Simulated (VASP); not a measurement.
Runs of VASP 6.6.1 on Ag3SF. The structure is that of space group Pm-3m (No. 221), or close to it. The cells are those of the table. The cell was generated, and may not be a known phase.

```csv
task,cell,k mesh,cutoff (eV),gap on the mesh (eV),pressure (GPa),relaxed volume (Å³/atom)
single point,"a = 4.589 Å, 5 atoms",4 × 4 × 4,520,none,(b),-
relaxation of cell and atoms,"relaxed from a = 4.676 Å, 5 atoms",4 × 4 × 4,600,none,0.0,(a)
single point,"a = 4.582 Å, 5 atoms",8 × 8 × 8,520,none,-0.2,-
single point,"a = 4.676 Å, 5 atoms",4 × 4 × 4,520,none,-3.1,-
relaxation of cell and atoms,"relaxed from a = 4.589 Å, 5 atoms",8 × 8 × 8,600,none,0.0,19.17
```

Alike in all rows: level PBE; potentials or basis VASP PAW PBE potentials, release 64 (Ag, S, F); no spin polarisation; smearing gaussian 0.1 eV.

Task: Fill in the values left out.

Result: (a) 19.19; (b) -0.4.

Caveats: the cell stands under tension (at least some runs).

A k mesh can miss the band edges, and the runs leave out spin-orbit coupling on Ag.

A gap of «none» marks levels without a gap at the run's occupations.
